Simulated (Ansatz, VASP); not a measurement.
# One calculation of YS, two programs

Contents of INCAR:

```
SYSTEM = YS
PREC = Accurate
ENCUT = 520
EDIFF = 1E-8
ISMEAR = -1
SIGMA = 0.01
LREAL = .FALSE.
LASPH = .TRUE.
NELM = 80
ALGO = Normal
ISIF = 2
LWAVE = .FALSE.
LCHARG = .FALSE.
LEFG = .TRUE.
NBANDS = 16
```

Contents of KPOINTS:

```
regular mesh
0
G
  8 8 8
  0 0 0
```

POSCAR

```
YS
1.0
    0.0000000000      2.7162135000      2.7436500000
    2.7162135000      0.0000000000      2.7436500000
    2.7162135000      2.7162135000      0.0000000000
Y S
1 1
Direct
    0.5000000000      0.5000000000      0.5000000000
    0.0000000000      0.0000000000      0.0000000000
```

Input for Ansatz:

```yaml
crystal:
  lattice:
    - [0.0, 2.7162135, 2.74365]
    - [2.7162135, 0.0, 2.74365]
    - [2.7162135, 2.7162135, 0.0]
  atoms:
    - { symbol: "Y", position: [0.5, 0.5, 0.5] }
    - { symbol: S, position: [0.0, 0.0, 0.0] }
kpoints:
  mp_grid: { grid: [8, 8, 8] }
scf:
  occupations: { method: fermi_dirac, width: 0.01 }
hamiltonian:
  xc: lda
  pseudopotentials: { kind: paw }
output:
  forces: true
  stress: true
  eigenvalues: true
  efg: { contact_densities: true }
  write_density: true
  write_potential: true
  elf: true
  volumetric_format: npy
```

Change from the starting cell: equal xx and yy strain of -1 %, PAW files.

Alike in both runs: task electric field gradients; functional LDA; k mesh 8 × 8 × 8; occupations fermi-dirac, width 0.01 eV; no spin polarisation.

|  | VASP | Ansatz |
| --- | --- | --- |
| version | VASP 6.6.1 | Ansatz 0.2.0 |
| potentials or method | VASP PAW LDA potentials, release 64 (Y_sv, S) | PAW with Ansatz's default frozen-core files, scalar-relativistic |
| plane-wave cutoff (eV) | 520 | 420 |
| valence electrons in the cell | 17 | 17 |

VASP gave:

| Property | Result |
| --- | --- |
| pressure (GPa) | -1.8 |
| traceless stress, the component that is largest in VASP (GPa) | -1.53 |
| size of Vzz on the site where it differs most (V/Å²) | 11.1 |

**Question.** Estimate Ansatz's values.

**Answer.** Pressure (GPa): -1.8; traceless stress, the component that is largest in VASP (GPa): -1.53; size of Vzz on the site where it differs most (V/Å²): 12.0.

LDA's correlation is that of Perdew and Zunger in VASP and of Perdew and Wang (1992) in Ansatz.
